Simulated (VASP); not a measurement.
TiAlPt: single point with r2SCAN

TiAlPt:

```
Ti Al Pt
1.0
     6.84477    0.09674    0.05682
     0.10769    6.94710    0.57720
     0.01267    0.54381    5.11161
Ti Al Pt
5 5 5
Direct
  0.73802 0.39029 0.81970
  0.07820 0.13072 0.62090
  0.34161 0.81389 0.73273
  0.59562 0.71775 0.31717
  0.48952 0.19420 0.35071
  0.33672 0.44798 0.69899
  0.95684 0.68967 0.03132
  0.11067 0.27946 0.08145
  0.21319 0.91985 0.22674
  0.73434 0.93081 0.69297
  0.98574 0.69557 0.55579
  0.45539 0.11346 0.89326
  0.29185 0.55796 0.20052
  0.84131 0.02811 0.13698
  0.81376 0.38787 0.33008
```

- Program: VASP 6.6.1
- Task: single point
- Functional: r2SCAN
- Potentials or basis: VASP PAW PBE potentials, release 64 (Ti_sv, Al, Pt)
- Cutoff: 520 eV
- k mesh: 3 × 3 × 4
- Occupations: gaussian, width 0.1 eV
- Spin: no spin polarisation
- Dipole correction: no
- Further INCAR settings: LREAL = Auto; ALGO = Normal; EDIFF = 1e-06; NBANDS = 76

The pressure is 0.1 GPa and the largest force is 0.409 eV/Å. The band gap on the k mesh is zero (an odd number of electrons rules out a gap without spin polarisation).

Forces in eV/Å, atoms in the order of the input:
```
Ti   0.066  0.067  0.108
Ti   0.094  0.160 -0.066
Ti   0.264 -0.149  0.225
Ti   0.064  0.344 -0.089
Ti  -0.222  0.009  0.075
Al  -0.275 -0.077 -0.001
Al   0.190 -0.108  0.199
Al  -0.056  0.221 -0.139
Al   0.234 -0.145  0.041
Al  -0.321  0.033 -0.250
Pt   0.149 -0.040 -0.223
Pt  -0.068 -0.279 -0.116
Pt  -0.168 -0.115  0.192
Pt  -0.121 -0.019 -0.050
Pt   0.172  0.098  0.093
```

Stress tensor (GPa, compression positive):
```
-0.12  0.88 -0.16
 0.88 -0.83  0.94
-0.16  0.94  1.18
```

Levels at points of the mesh, in eV from the Fermi level:
| k point | band 59 | band 60 | band 61 | band 62 | band 63 | band 64 | band 65 | band 66 | band 67 | band 68 |
| --- | --- | --- | --- | --- | --- | --- | --- | --- | --- | --- |
| (0.00, 0.00, 0.00) | -0.69 | -0.43 | -0.19 | -0.06 | 0.17 | 0.27 | 0.51 | 0.56 | 0.71 | 0.77 |
| (0.00, 0.00, 0.50) | -0.87 | -0.64 | -0.47 | -0.46 | -0.15 | 0.23 | 0.38 | 0.65 | 0.77 | 0.94 |

It took 32 min on 1 thread of Intel(R) Xeon(R) Platinum 8488C (Sapphire Rapids), on a shared host, peak memory 0.48 GiB.

Caveat: the PAW data sets were made with another functional, which shifts forces and pressure a little; spin-orbit coupling is left out, which moves the levels of the heavy elements.
